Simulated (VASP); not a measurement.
A run of VASP 6.6.1:

INCAR

```
SYSTEM = Si
PREC     = Accurate       ! precision mode
ENCUT    = 600            ! plane-wave cutoff, eV
EDIFF    = 1E-6           ! SCF threshold, eV
ISMEAR   = -1             ! smearing method
SIGMA    = 0.05           ! smearing width, eV
LREAL    = .False.        ! projectors in reciprocal space
LASPH    = .True.         ! aspherical terms in the spheres
NELM     = 60             ! most SCF steps
ALGO     = Normal         ! electronic algorithm
ISIF     = 3              ! what is computed and relaxed
LWAVE    = .False.        ! write WAVECAR
LCHARG   = .False.        ! write CHGCAR
GGA      = PS             ! functional
IBRION   = 2              ! ionic algorithm
NSW      = 32             ! ionic steps
EDIFFG   = -0.005         ! ionic threshold
PSTRESS  = 690.0
```

Contents of KPOINTS:

```
regular mesh
0
Gamma
  17 17 10
  0 0 0
```

POSCAR

```
Si
1.0
    2.3889515968      0.0000000000      0.0000000000
   -1.1944757984      2.0688927712      0.0000000000
    0.0000000000      0.0000000000      4.0451608551
Si
2
Direct
    0.3333333333      0.6666666667      0.2500000000
    0.6666666667      0.3333333333      0.7500000000
```

Potentials or basis: VASP PAW PBE potentials, release 64 (Si).

Launch:

```bash
$ cat potpaw_PBE.64/Si/POTCAR > POTCAR
$ mpirun -np 1 vasp_std > vasp.out
```

Hardware: 1 thread of Intel(R) Xeon(R) Platinum 8259CL CPU @ 2.50GHz (Skylake/Cascade Lake), on a shared host.

Problem. How long does it take, and how much memory?

Solution. Wall time 61 s on 1 thread of Intel(R) Xeon(R) Platinum 8259CL CPU @ 2.50GHz (Skylake/Cascade Lake), on a shared host, peak memory 0.15 GiB. Counts: scf iterations 18, k points 198, ion steps 3.
